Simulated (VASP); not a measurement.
# H3C2N in VASP: a series of runs, part 3 of 3

VASP 6.6.1. The steps go on from the part before.

### 6 Single point, PBE

Contents of INCAR:

```
ALGO = Normal
EDIFF = 1E-6
ENCUT = 910
GGA = PE
GGA_COMPAT = F
ISIF = 2
ISMEAR = -1
LASPH = T
LCHARG = F
LREAL = Auto
LWAVE = F
NBANDS = 72
NELM = 120
PREC = Accurate
SIGMA = 0.05
```

Contents of KPOINTS:

```
k-points
0
Gamma
  1 1 1
```

Contents of POSCAR:

```
H3C2N
1.0
    8.0517480000      0.0000000000      0.0000000000
    0.0000000000      8.0517480000      0.0000000000
    0.0000000000      0.0000000000      8.0517480000
C N H
12 6 18
Direct
    0.7029777882      0.2340609766      0.9021270909
    0.8286275229      0.2961468739      0.7897912354
    0.5339089102      0.3787127963      0.3516627694
    0.5203590574      0.2376750986      0.4524980166
    0.1375601919      0.8621730337      0.4448475039
    0.0472443996      0.9079394934      0.5908282276
    0.0834601381      0.5989631071      0.9760489275
    0.2548763324      0.5378956222      0.9728819133
    0.2700034825      0.0530319627     -0.1087465728
    0.1944174110      0.1222964256      0.0415437741
    0.6551124054      0.7163165067      0.6146491420
    0.7474898618      0.6953521148      0.4595648051
    0.9299595566      0.3555625437      0.7060081860
    0.5101252548      0.1117024527      0.5268421217
   -0.0332350193      0.9445899201      0.7032510208
    0.3938647856      0.5093924946      0.9607975808
    0.1363927435      0.2010246719      0.1517807065
    0.8074768361      0.7036111910      0.3286367134
    0.6062534496      0.3346354108      0.9039031028
    0.6402460683      0.1383550504      0.8300061055
    0.7392059463      0.1725463837      1.0207721354
    0.6654331457      0.4153756427      0.3367219143
    0.4654268862      0.3668023391      0.2324712597
    0.4791630339      0.4849257577      0.4152390264
    0.1333002474      0.9631573169      0.3425218971
    0.2719036910      0.8400287739      0.4662093250
    0.0878442793      0.7599592039      0.3819667481
    0.0006955012      0.5103612284      0.9195394590
    0.0271121252      0.6408546318      1.0971282261
    0.0700965803      0.7133730464      0.8991960503
    0.2647375452      0.1470612344     -0.2023908349
    0.4047816698      0.0135746921     -0.1149936635
    0.1920949339     -0.0596019647     -0.1467631625
    0.7245259042      0.7035242534      0.7275314627
    0.5944920283      0.8409229896      0.5866303814
    0.5798740845      0.6036453202      0.6195549091
```

Potentials or basis: VASP PAW PBE potentials, release 64 (C_h, N_h, H_h).

Run with:

```sh
$ cat potpaw_PBE.64/C_h/POTCAR potpaw_PBE.64/N_h/POTCAR potpaw_PBE.64/H_h/POTCAR > POTCAR
$ mpirun -np 1 vasp_gam > vasp.out
```

OUTCAR:

```text
EDIFF = 1E-6
   ENCUT = 910
   GGA = PE
   ISIF = 2
   ISMEAR = -1
   LASPH = T
   LREAL = Auto
   NELM = 120
   PREC = Accurate

 ion  position               nearest neighbor table
   1  0.703  0.234  0.902-  20 1.09  21 1.11  19 1.12   2 1.45
   2  0.829  0.296  0.790-  13 1.16   1 1.45
   3  0.534  0.379  0.352-  24 1.09  22 1.11  23 1.11   4 1.40
   4  0.520  0.238  0.452-  14 1.18   3 1.40
   5  0.138  0.862  0.445-  27 1.05  26 1.11  25 1.16   6 1.43
   6  0.047  0.908  0.591-  15 1.15   5 1.43
   7  0.083  0.599  0.976-  28 1.08  30 1.11  29 1.13   8 1.47
   8  0.255  0.538  0.973-  16 1.15   7 1.47
   9  0.270  0.053  0.891-  31 1.07  32 1.13  33 1.14  10 1.46
  10  0.194  0.122  0.042-  17 1.19   9 1.46
  11  0.655  0.716  0.615-  34 1.07  36 1.09  35 1.14  12 1.46
  12  0.747  0.695  0.460-  18 1.16  11 1.46
  13  0.930  0.356  0.706-   2 1.16
  14  0.510  0.112  0.527-   4 1.18
  15  0.967  0.945  0.703-   6 1.15
  16  0.394  0.509  0.961-   8 1.15
  17  0.136  0.201  0.152-  10 1.19
  18  0.807  0.704  0.329-  12 1.16
[... 16 lines left out ...]
  35  0.594  0.841  0.587-  11 1.14
  36  0.580  0.604  0.620-  11 1.09

  LATTYP: Found a simple cubic cell.
 ALAT       =     8.0517480000

  Lattice vectors:

 A1 = (   8.0517480000,   0.0000000000,   0.0000000000)
 A2 = (   0.0000000000,   8.0517480000,   0.0000000000)
 A3 = (   0.0000000000,   0.0000000000,   8.0517480000)

Analysis of symmetry for initial positions (statically):
=====================================================================
 Subroutine PRICEL returns:
 Original cell was already a primitive cell.

 Routine SETGRP: Setting up the symmetry group for a
 simple cubic supercell.

 Subroutine GETGRP returns: Found  1 space group operations
 (whereof  1 operations were pure point group operations)
 out of a pool of 48 trial point group operations.

The static configuration has the point symmetry C_1 .

Analysis of symmetry for dynamics (positions and initial velocities):
=====================================================================
 Subroutine PRICEL returns:
 Original cell was already a primitive cell.

 Routine SETGRP: Setting up the symmetry group for a
 simple cubic supercell.

 Subroutine GETGRP returns: Found  1 space group operations
 (whereof  1 operations were pure point group operations)
 out of a pool of 48 trial point group operations.

The dynamic configuration has the point symmetry C_1 .

 Subroutine INISYM returns: Found  1 space group operations
 (whereof  1 operations are pure point group operations),
 and found     1 'primitive' translations

----------------------------------------------------------------------------------------

                                     Primitive cell

  volume of cell :     522.0000

  direct lattice vectors                    reciprocal lattice vectors
     8.051748000  0.000000000  0.000000000     0.124196634  0.000000000  0.000000000
     0.000000000  8.051748000  0.000000000     0.000000000  0.124196634  0.000000000
     0.000000000  0.000000000  8.051748000     0.000000000  0.000000000  0.124196634

  length of vectors
     8.051748000  8.051748000  8.051748000     0.124196634  0.124196634  0.124196634

  position of ions in fractional coordinates (direct lattice)
     0.702977788  0.234060977  0.902127091
     0.828627523  0.296146874  0.789791235
     0.533908910  0.378712796  0.351662769
     0.520359057  0.237675099  0.452498017
     0.137560192  0.862173034  0.444847504
     0.047244400  0.907939493  0.590828228
[... 28 lines left out ...]
     0.594492028  0.840922990  0.586630381
     0.579874084  0.603645320  0.619554909

  ion indices of the primitive-cell ions
   primitive index   ion index
                 1           1
                 2           2
                 3           3
                 4           4
                 5           5
                 6           6
[... 28 lines left out ...]
                35          35
                36          36

----------------------------------------------------------------------------------------

 KPOINTS: k-points

Automatic generation of k-mesh.
 Grid dimensions read from file:
 generate k-points for:    1    1    1

 Generating k-lattice:

  Cartesian coordinates                     Fractional coordinates (reciprocal lattice)
     0.124196634  0.000000000  0.000000000     1.000000000  0.000000000  0.000000000
     0.000000000  0.124196634  0.000000000     0.000000000  1.000000000  0.000000000
     0.000000000  0.000000000  0.124196634     0.000000000  0.000000000  1.000000000

  Length of vectors
     0.124196634  0.124196634  0.124196634

  Shift w.r.t. Gamma in fractional coordinates (k-lattice)
     0.000000000  0.000000000  0.000000000

 Subroutine IBZKPT returns following result:
 ===========================================

 Found      1 irreducible k-points:

 Following reciprocal coordinates:
            Coordinates               Weight
  0.000000  0.000000  0.000000      1.000000
   k-points           NKPTS =      1   k-points in BZ     NKDIM =      1   number of bands    NBANDS=     72
   number of dos      NEDOS =    301   number of ions     NIONS =     36
   total plane-waves  NPLWV = 512000
   dimension x,y,z NGX =    80 NGY =   80 NGZ =   80
   dimension x,y,z NGXF=   160 NGYF=  160 NGZF=  160
   ions per type =              12   6  18
   NGX,Y,Z   is equivalent  to a cutoff of  16.52, 16.52, 16.52 a.u.
   NGXF,Y,Z  is equivalent  to a cutoff of  33.04, 33.04, 33.04 a.u.
 SYSTEM =  unknown system
   PREC   = accura    normal or accurate (medium, high low for compatibility)
   ISTART =      0    job   : 0-new  1-cont  2-samecut
   ICHARG =      2    charge: 1-file 2-atom 10-const
   ISPIN  =      1    spin polarized calculation?
   LNONCOLLINEAR =      F non collinear calculations
   LSORBIT =      F    spin-orbit coupling
   LASPH  =      T    aspherical Exc in radial PAW
   ENCUT  =  910.0 eV  66.88 Ry    8.18 a.u.  19.80 19.80 19.80*2*pi/ulx,y,z
   NELM   =    120;   NELMIN=  2; NELMDL= -5     # of ELM steps
   EDIFF  = 0.1E-05   stopping-criterion for ELM
   LREAL  =      T    real-space projection
   EDIFFG = 0.1E-04   stopping-criterion for IOM
   NSW    =      0    number of steps for IOM
   IBRION =     -1    ionic relax: 0-MD 1-quasi-New 2-CG
   NFREE  =      0    steps in history (QN), initial steepest desc. (CG)
   ISIF   =      2    stress and relaxation
   ISYM   =      2    0-nonsym 1-usesym 2-fastsym
   POTIM  = 0.5000    time-step for ionic-motion
   TEBEG  =    0.0;   TEEND  =   0.0 temperature during run
   PSTRESS=    0.0 pullay stress
   NELECT =      96.0000    total number of electrons
   NUPDOWN=      -1.0000    fix difference up-down
   EMIN   =  10.00;   EMAX   =-10.00  energy-range for DOS
   EFERMI =   0.00;   METHOD = LEGACY
   ISMEAR =    -1;   SIGMA  =   0.05  broadening in eV -4-tet -1-fermi 0-gaus
   EFERMI_NEDOS =   21; number of points for ismear=-14 and -15
   IALGO  =     38    algorithm
   IMIX   =      4    mixing-type and parameters
     AMIX     =   0.40;   BMIX     =  1.00
     AMIX_MAG =   1.60;   BMIX_MAG =  1.00
  volume/ion in A,a.u.               =      14.50        97.85
  Fermi-wavevector in a.u.,A,eV,Ry     =   0.930983  1.759303 11.792568  0.866729
  Thomas-Fermi vector in A             =   2.057429
   LORBIT       =      0    0 simple, 1 ext, 2 COOP (PROOUT), +10 PAW based schemes
   GGA     = PE    functional components
   LHFCALC =     F    Hartree Fock is set to
   AEXX    =    0.0000 exact exchange contribution
   IVDW    =     0    specifies the selected vdW correction
   LEPSILON=     F    determine dielectric tensor
   LRPA    =     F    only Hartree local field effects (RPA)
 non-spin polarized calculation
  energy-cutoff  :      910.00
  volume of cell :      522.00
 maximum number of plane-waves:     16266
 NGX is ok and might be reduce to    80
   NGX = 39   NGY = 39   NGZ = 39

 number of electron      96.0000003 magnetization

 Free energy of the ion-electron system (eV)
  ---------------------------------------------------
  ext. energy  EPLUGINS =         0.00000000
  ---------------------------------------------------
  free energy    TOTEN  =      -220.36357215 eV

  energy without entropy =     -220.36357215  energy(sigma->0) =     -220.36357215

 E-fermi :  -2.9622     XC(G=0):  -6.2071

 val. band max:       -4.1702278499   @ k =   0.0000   0.0000   0.0000
 cond. band min:       1.9181916489   @ k =   0.0000   0.0000   0.0000
 fundamental gap:      6.0884194987
 Fermi energy:        -2.9621521570

 k-point     1 :       0.0000    0.0000    0.0000
  band No.  band energies     occupation
      1     -19.5812      2.00000
      2     -19.5376      2.00000
      3     -19.3627      2.00000
      4     -19.3141      2.00000
      5     -19.1655      2.00000
      6     -19.1291      2.00000
[... 52 lines left out ...]
     59       3.0509      0.00000
     60       3.2109      0.00000
 [bands above 60 left out]

------------------------ aborting loop because EDIFF is reached ----------------------------------------

  FORCE on cell =-STRESS in cart. coord.  units (eV):
  Direction    XX          YY          ZZ          XY          YZ          ZX
  --------------------------------------------------------------------------------------
  -------------------------------------------------------------------------------------
  Total        2.8746634     -0.8139279     -0.8219185      4.5656795      2.4637637      2.6234780
  in kB        8.8232190     -2.4981931     -2.5227187     14.0134632      7.5620423      8.0522543
  external PRESSURE =       1.2674357 kB  Pullay stress =       0.0000000 kB

 VOLUME and BASIS-vectors are now :
 -----------------------------------------------------------------------------
  energy-cutoff  :      910.00
  volume of cell :      522.00
      direct lattice vectors                 reciprocal lattice vectors
     8.051748000  0.000000000  0.000000000     0.124196634  0.000000000  0.000000000
     0.000000000  8.051748000  0.000000000     0.000000000  0.124196634  0.000000000
     0.000000000  0.000000000  8.051748000     0.000000000  0.000000000  0.124196634

 POSITION                                       TOTAL-FORCE (eV/Angst)
 -----------------------------------------------------------------------------------
      5.66020      1.88460      7.26370        -0.938891      0.075661     -0.802777
      6.67190      2.38450      6.35920         0.500844     -0.132749      0.789301
      4.29890      3.04930      2.83150         0.178126      1.442042     -0.812037
      4.18980      1.91370      3.64340        -0.308942     -3.310348      1.462946
      1.10760      6.94200      3.58180         1.687537      2.251635     -1.209349
      0.38040      7.31050      4.75720         0.265041     -0.295465     -1.289167
[... 28 lines left out ...]
      4.78670      6.77090      4.72340        -0.071777     -1.042300      1.059353
      4.66900      4.86040      4.98850        -1.047184      0.290100      0.077650
 -----------------------------------------------------------------------------------
    total drift:                                0.017627      0.005501      0.000406

  FREE ENERGIE OF THE ION-ELECTRON SYSTEM (eV)
  ---------------------------------------------------
  free  energy   TOTEN  =      -220.3635721503 eV

  energy  without entropy=     -220.3635721502  energy(sigma->0) =     -220.36357215
```

Run time: 71 s. Hardware: 1 thread of Intel Xeon 6975P-C (Granite Rapids), shared host; peak memory 0.91 GiB.

Results:

* Free energy: -220.3636 eV
* Pressure: 0.1 GPa
* Largest force: 3.632 eV/Å
* Band gap on the k mesh: 6.09 eV

Forces on the atoms (eV/Å):
```
C   -0.939  0.076 -0.803
C    0.501 -0.133  0.789
C    0.178  1.442 -0.812
C   -0.309 -3.310  1.463
C    1.688  2.252 -1.209
C    0.265 -0.295 -1.289
C   -0.153  1.132  0.441
C   -2.580  1.402  0.321
C   -0.088 -1.864  0.325
C    0.229  1.435  1.204
C   -0.268  0.023 -1.836
C    0.370  0.588  0.553
N   -0.039  0.040 -0.353
N    0.097  1.693 -0.783
N   -0.717  0.139  0.976
N    1.814 -0.631 -0.166
N    0.752 -1.580 -1.608
N    0.071 -0.350 -0.230
H    0.471 -0.454  0.882
H   -0.176 -0.501 -0.180
H    0.204  0.866 -0.461
H   -0.218 -0.286 -0.373
H    0.426 -0.094  0.253
H   -0.353  0.228  0.110
H   -0.060 -0.612  1.403
H   -0.379  0.127  0.254
H   -0.878 -1.682 -0.403
H   -0.229 -0.508 -0.132
H    0.790 -0.711 -0.329
H    0.400 -0.433  0.001
H   -0.477  0.587 -0.832
H   -0.928  0.279  1.009
H    0.842  1.266  0.234
H    0.812  0.619  0.447
H   -0.072 -1.042  1.059
H   -1.047  0.290  0.078
```

Stress tensor (GPa, compression positive):
```
 0.88  1.40  0.81
 1.40 -0.25  0.76
 0.81  0.76 -0.25
```

Levels at points of the mesh, in eV from the valence-band top:
```tsv
k point	band 46	band 47	band 48	band 49	band 50	band 51
(0.00, 0.00, 0.00)	-0.37	-0.23	0.00	6.09	6.45	6.51
```

Caveat: the k points lie up to 0.78 Å⁻¹ apart; the cutoff is under 1.25 times the usual one of these potentials, so pressure, stress and relaxed cells hold a basis-set (Pulay) error.
